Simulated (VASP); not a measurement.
# Ag (Fm-3m) in VASP: single point with PBE

Aim: the single point of Ag with PBE.

Everything below comes from runs of VASP 6.6.1. Logs are shortened: lines on timing, memory, paths and dates and some standing lists are left out, and cuts for length are marked.

### Step 1. The cell of the first run

Symmetry: Fm-3m, No. 225, cubic system. The conventional cell has a = 4.148 Å, b = 4.148 Å, c = 4.148 Å, α = 90.00°, β = 90.00°, γ = 90.00°. Within 3.9 Å of Ag (site symmetry m-3m) lie 12 Ag at 2.93 Å.

### Step 2. Single point, PBE

Input file INCAR:

```
ALGO     = Normal         # electronic algorithm
EDIFF    = 1E-6           # SCF threshold, eV
ENCUT    = 500            # plane-wave cutoff, eV
GGA      = PE             # functional
GGA_COMPAT= F            
ISIF     = 2              # what is computed and relaxed
ISMEAR   = 0              # smearing method
LASPH    = T              # aspherical terms in the spheres
LCHARG   = F              # write CHGCAR
LREAL    = F              # projectors in reciprocal space
LWAVE    = F              # write WAVECAR
NBANDS   = 12             # bands
NELM     = 120            # most SCF steps
PREC     = Accurate       # precision mode
SIGMA    = 0.1            # smearing width, eV
```

Input file KPOINTS:

```
k-points
0
Gamma
  18 18 18
```

Input file POSCAR:

```
Ag
1.0
    0.0000000000      2.0739533074      2.0739533074
    2.0739533074      0.0000000000      2.0739533074
    2.0739533074      2.0739533074      0.0000000000
Ag
1
Direct
    0.0000000000      0.0000000000      0.0000000000
```

Potentials or basis: VASP PAW PBE potentials, release 64 (Ag).

The run is started by

```
> cat potpaw_PBE.64/Ag/POTCAR > POTCAR
> mpirun -np 1 vasp_std > vasp.out
```

OUTCAR:

```text
EDIFF = 1E-6
   ENCUT = 500
   GGA = PE
   ISIF = 2
   ISMEAR = 0
   LASPH = T
   LREAL = F
   NELM = 120
   PREC = Accurate

 ion  position               nearest neighbor table
   1  0.000  0.000  0.000-

  LATTYP: Found a face centered cubic cell.
 ALAT       =     4.1479066148

  Lattice vectors:

 A1 = (   0.0000000000,   2.0739533074,   2.0739533074)
 A2 = (   2.0739533074,   0.0000000000,   2.0739533074)
 A3 = (   2.0739533074,   2.0739533074,   0.0000000000)

Analysis of symmetry for initial positions (statically):
=====================================================================
 Subroutine PRICEL returns:
 Original cell was already a primitive cell.

 Routine SETGRP: Setting up the symmetry group for a
 face centered cubic supercell.

 Subroutine GETGRP returns: Found 48 space group operations
 (whereof 48 operations were pure point group operations)
 out of a pool of 48 trial point group operations.

The static configuration has the point symmetry O_h .

Analysis of symmetry for dynamics (positions and initial velocities):
=====================================================================
 Subroutine PRICEL returns:
 Original cell was already a primitive cell.

 Routine SETGRP: Setting up the symmetry group for a
 face centered cubic supercell.

 Subroutine GETGRP returns: Found 48 space group operations
 (whereof 48 operations were pure point group operations)
 out of a pool of 48 trial point group operations.

The dynamic configuration has the point symmetry O_h .

 Subroutine INISYM returns: Found 48 space group operations
 (whereof 48 operations are pure point group operations),
 and found     1 'primitive' translations

----------------------------------------------------------------------------------------

                                     Primitive cell

  volume of cell :      17.8413

  direct lattice vectors                    reciprocal lattice vectors
     0.000000000  2.073953307  2.073953307    -0.241085466  0.241085466  0.241085466
     2.073953307  0.000000000  2.073953307     0.241085466 -0.241085466  0.241085466
     2.073953307  2.073953307  0.000000000     0.241085466  0.241085466 -0.241085466

  length of vectors
     2.933012895  2.933012895  2.933012895     0.417572276  0.417572276  0.417572276

  position of ions in fractional coordinates (direct lattice)
     0.000000000  0.000000000  0.000000000

  ion indices of the primitive-cell ions
   primitive index   ion index
                 1           1

----------------------------------------------------------------------------------------
[... 82 lines left out ...]
   NUPDOWN=      -1.0000    fix difference up-down
   EMIN   =  10.00;   EMAX   =-10.00  energy-range for DOS
   EFERMI =   0.00;   METHOD = LEGACY
   ISMEAR =     0;   SIGMA  =   0.10  broadening in eV -4-tet -1-fermi 0-gaus
   EFERMI_NEDOS =   21; number of points for ismear=-14 and -15
   IALGO  =     38    algorithm
   IMIX   =      4    mixing-type and parameters
     AMIX     =   0.40;   BMIX     =  1.00
     AMIX_MAG =   1.60;   BMIX_MAG =  1.00
  volume/ion in A,a.u.               =      17.84       120.40
  Fermi-wavevector in a.u.,A,eV,Ry     =   1.393360  2.633069 26.415069  1.941453
  Thomas-Fermi vector in A             =   2.517014
   LORBIT       =      0    0 simple, 1 ext, 2 COOP (PROOUT), +10 PAW based schemes
   GGA     = PE    functional components
   LHFCALC =     F    Hartree Fock is set to
   AEXX    =    0.0000 exact exchange contribution
   IVDW    =     0    specifies the selected vdW correction
   LEPSILON=     F    determine dielectric tensor
   LRPA    =     F    only Hartree local field effects (RPA)
 non-spin polarized calculation
 Gauss-broadening in eV      SIGMA  =   0.10
  energy-cutoff  :      500.00
  volume of cell :       17.84
 maximum number of plane-waves:       467
 NGX is ok and might be reduce to    24
   NGX = 11   NGY = 11   NGZ = 11

 number of electron      11.0000000 magnetization

 Free energy of the ion-electron system (eV)
  ---------------------------------------------------
  ext. energy  EPLUGINS =         0.00000000
  ---------------------------------------------------
  free energy    TOTEN  =        -2.72084498 eV

  energy without entropy =       -2.71975770  energy(sigma->0) =       -2.72030134

 E-fermi :   7.7845     XC(G=0): -11.9411

 val. band max:        7.7540227502   @ k =   0.5000   0.1667   0.0556
 cond. band min:       7.8937170112   @ k =   0.5000   0.3333   0.1111
 fundamental gap:      0.1396942610
 Fermi energy:         7.7845427979

 k-point     1 :       0.0000    0.0000    0.0000
  band No.  band energies     occupation
      1       0.3752      2.00000
      2       3.1682      2.00000
      3       3.1682      2.00000
      4       3.1682      2.00000
      5       4.1219      2.00000
      6       4.1219      2.00000
      7      23.7349      0.00000
      8      27.0449      0.00000
      9      27.0449      0.00000
     10      27.0449      0.00000
     11      31.7442      0.00000
     12      32.6040      0.00000
[... 331 lines left out ...]
 k-point    24 :      -0.2222    0.0556    0.0000
  band No.  band energies     occupation
      1       1.7349      2.00000
      2       3.1934      2.00000
      3       3.3953      2.00000
      4       3.4225      2.00000
      5       4.0810      2.00000
      6       4.4235      2.00000
      7      19.0343      0.00000
      8      23.7901      0.00000
      9      26.0011      0.00000
     10      28.3980      0.00000
     11      29.1523      0.00000
     12      30.0567      0.00000

 [... further k-points ...]

------------------------ aborting loop because EDIFF is reached ----------------------------------------

  FORCE on cell =-STRESS in cart. coord.  units (eV):
  Direction    XX          YY          ZZ          XY          YZ          ZX
  --------------------------------------------------------------------------------------
  -------------------------------------------------------------------------------------
  Total       -0.0128581     -0.0128581     -0.0128581     -0.0000000      0.0000000      0.0000000
  in kB       -1.1546762     -1.1546762     -1.1546762     -0.0000000      0.0000000      0.0000000
  external PRESSURE =      -1.1546762 kB  Pullay stress =       0.0000000 kB

 VOLUME and BASIS-vectors are now :
 -----------------------------------------------------------------------------
  energy-cutoff  :      500.00
  volume of cell :       17.84
      direct lattice vectors                 reciprocal lattice vectors
     0.000000000  2.073953307  2.073953307    -0.241085466  0.241085466  0.241085466
     2.073953307  0.000000000  2.073953307     0.241085466 -0.241085466  0.241085466
     2.073953307  2.073953307  0.000000000     0.241085466  0.241085466 -0.241085466

 POSITION                                       TOTAL-FORCE (eV/Angst)
 -----------------------------------------------------------------------------------
      0.00000      0.00000      0.00000         0.000000     -0.000000     -0.000000
 -----------------------------------------------------------------------------------
    total drift:                                0.000000      0.000000      0.000000

  FREE ENERGIE OF THE ION-ELECTRON SYSTEM (eV)
  ---------------------------------------------------
  free  energy   TOTEN  =        -2.7208449813 eV

  energy  without entropy=       -2.7197577047  energy(sigma->0) =       -2.72030134
```

It took 18 s on 1 thread of Intel Xeon Platinum 8375C at 2.90GHz (Ice Lake), shared host; peak memory 0.16 GiB.

What came out:

```
Free energy            : -2.7208 eV
Pressure               : -0.1 GPa
Band gap on the k mesh : zero (an odd number of electrons rules out a gap without spin polarisation)
```
